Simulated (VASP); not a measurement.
# Pr3MgH2: single point with PBE

Pr3MgH2:

```
Pr Mg H
1.0
    -2.50343    2.50343    5.10306
     2.50343   -2.50343    5.10306
     2.50343    2.50343   -5.10306
Pr Mg H
3 1 2
Direct
  0.75000 0.25000 0.50000
  0.25000 0.75000 0.50000
  0.00000 0.00000 0.00000
  0.50000 0.50000 0.00000
  0.50000 0.00000 0.50000
  0.00000 0.50000 0.50000
```

The cell was built from a structure type or drawn by symmetry, and may not be a known phase.

- Program: VASP 6.6.1
- Task: single point
- Functional: PBE
- Potentials or basis: VASP PAW PBE potentials, release 64 (Pr_3, Mg, H), 4f in core
- Cutoff: 600 eV
- k mesh: 10 × 10 × 10
- Occupations: gaussian, width 0.1 eV
- Spin: no spin polarisation

| Item | Value |
| --- | --- |
| Pressure | 0.1 GPa |
| Band gap on the k mesh | zero (an odd number of electrons rules out a gap without spin polarisation) |

Levels at points of the mesh, in eV from the Fermi level:
| k point | band 15 | band 16 | band 17 | band 18 | band 19 | band 20 | band 21 | band 22 | band 23 | band 24 |
| --- | --- | --- | --- | --- | --- | --- | --- | --- | --- | --- |
| (0.00, 0.00, 0.00) | -2.63 | -1.45 | -0.87 | -0.46 | -0.46 | 0.97 | 0.97 | 2.16 | 2.51 | 2.55 |
| (0.50, 0.00, 0.00) | -1.24 | -1.21 | -0.93 | -0.66 | 0.17 | 0.66 | 0.70 | 1.45 | 1.54 | 2.28 |
| (0.50, 0.50, 0.00) | -3.34 | -1.37 | -0.51 | -0.50 | -0.32 | 0.83 | 1.16 | 1.39 | 1.47 | 2.07 |
| (0.50, 0.50, 0.50) | -2.33 | -2.06 | -0.91 | -0.91 | -0.36 | 1.04 | 1.39 | 1.43 | 1.52 | 1.52 |

Wall time 7.9 min on 1 thread of Intel(R) Xeon(R) Platinum 8124M CPU @ 3.00GHz (Skylake/Cascade Lake), on a shared host, peak memory 0.64 GiB.

Caveat: spin-orbit coupling is left out, which moves the levels of the heavy elements; the 4f electrons are frozen in the core, so they carry no moment and show no levels. Spin polarisation is off, so any magnetic state and its effect on volume and gap are missing.
